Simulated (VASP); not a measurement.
Ga, 1 atom in the cell. It takes space group I4/mmm (No. 139, tetragonal). The conventional cell has a = 2.808 Å, b = 2.808 Å, c = 4.458 Å, α = 90.00°, β = 90.00°, γ = 90.00°. Ga (site symmetry 4/mmm) has 12 Ga at 2.81 to 2.99 Å within 3.7 Å. 

| Property | Result |
| --- | --- |
| Program | VASP 6.6.1 |
| Task | single point |
| Functional | PBE |
| Potentials or basis | VASP PAW PBE potentials, release 64 (Ga_d) |
| Cutoff | 520 eV |
| k mesh | 14 × 14 × 16 |
| Occupations | fermi-dirac, width 0.05 eV |
| Spin | no spin polarisation |
| Dipole correction | no |
| Further INCAR settings | ALGO = Normal; EDIFF = 1e-06; NBANDS = 12; ISYM = 0 |

Potentials or basis: VASP PAW PBE potentials, release 64 (Ga_d).

Command:

```sh
$ cat potpaw_PBE.64/Ga_d/POTCAR > POTCAR
$ mpirun -np 1 vasp_std > vasp.out
```

Hardware: 1 thread of AMD EPYC 9R45 96-Core Processor (Zen 5) (shared host).

How long does it take, and how much memory?

Wall time 120 s on 1 thread of AMD EPYC 9R45 96-Core Processor (Zen 5), on a shared host, peak memory 0.38 GiB. Counts: scf iterations 10, k points 1572.
